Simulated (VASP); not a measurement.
A run of VASP 6.6.1:

Contents of INCAR:

```
PREC = Accurate
ENCUT = 520
EDIFF = 1E-6
ISMEAR = -1
SIGMA = 0.05
LREAL = F
LASPH = T
NELM = 100
ALGO = Normal
ISIF = 2
LWAVE = F
LCHARG = T
LDIPOL = T
IDIPOL = 3
DIPOL = 0.5 0.5 0.500
GGA = PS
LELF = T
LVHAR = T
LVACPOTAV = T
NBANDS = 36
```

Contents of KPOINTS:

```
regular mesh
0
Gamma
  14 14 1
```

File POSCAR:

```
ZnCu4
1.0
    2.5192775978      0.0000000000      0.0000000000
    0.0000000000      2.5192775978      0.0000000000
    0.0000000000      0.0000000000     23.1256000000
Cu Zn
4 1
Direct
    0.0000000000      0.0000000000      0.3480514485
    0.5000000000      0.5000000000      0.4226331525
    0.5000000000      0.5000000000      0.5773668408
    0.0000000000      0.0000000000      0.6519485028
    0.0000000000      0.0000000000      0.5000000554
```

Potentials or basis: VASP PAW PBE potentials, release 64 (Cu, Zn).

The run is started by

```bash
$ cat potpaw_PBE.64/Cu/POTCAR potpaw_PBE.64/Zn/POTCAR > POTCAR
$ mpirun -np 1 vasp_std > vasp.out
```

Hardware: 1 thread of Intel(R) Xeon(R) Platinum 8488C (Sapphire Rapids), with other jobs on the host.

Problem. How long does it take, and how much memory?

Solution. It took 4.3 min on 1 thread of Intel(R) Xeon(R) Platinum 8488C (Sapphire Rapids) (shared host), peak memory 0.35 GiB. Counts: scf iterations 24, k points 36.
